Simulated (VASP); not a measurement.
Runs of VASP 6.6.1 on KCl. The structure is that of space group P6_3/mmc (No. 194), or close to it. The cells are those of the table. 

```csv
level,cell,smearing,gap on the mesh (eV),pressure (GPa)
PBE,"a = 4.128, b = 4.128, c = 7.263 Å, angles 90.0, 90.0, 120.0°, 4 atoms",fermi-dirac 0.02 eV,5.67,(b)
r2SCAN,"a = 4.451, b = 4.451, c = 7.520 Å, angles 90.0, 90.0, 120.0°, 4 atoms",gaussian 0.01 eV,5.71,-0.6
PBE,"a = 4.451, b = 4.451, c = 7.520 Å, angles 90.0, 90.0, 120.0°, 4 atoms",fermi-dirac 0.02 eV,(a),0.2
r2SCAN,"a = 4.128, b = 4.128, c = 7.263 Å, angles 90.0, 90.0, 120.0°, 4 atoms",gaussian 0.01 eV,6.33,4.2
```

Alike in all rows: task single point; potentials or basis VASP PAW PBE potentials, release 64 (K_sv, Cl); no spin polarisation; k mesh 12 × 12 × 4; cutoff (eV) 520.

Problem. Fill in the values left out.

Solution. (a) 5.07; (b) 5.1.

Caveats: the PAW data sets were made with another functional, which shifts forces and pressure a little (some runs).

A k mesh can miss the band edges.
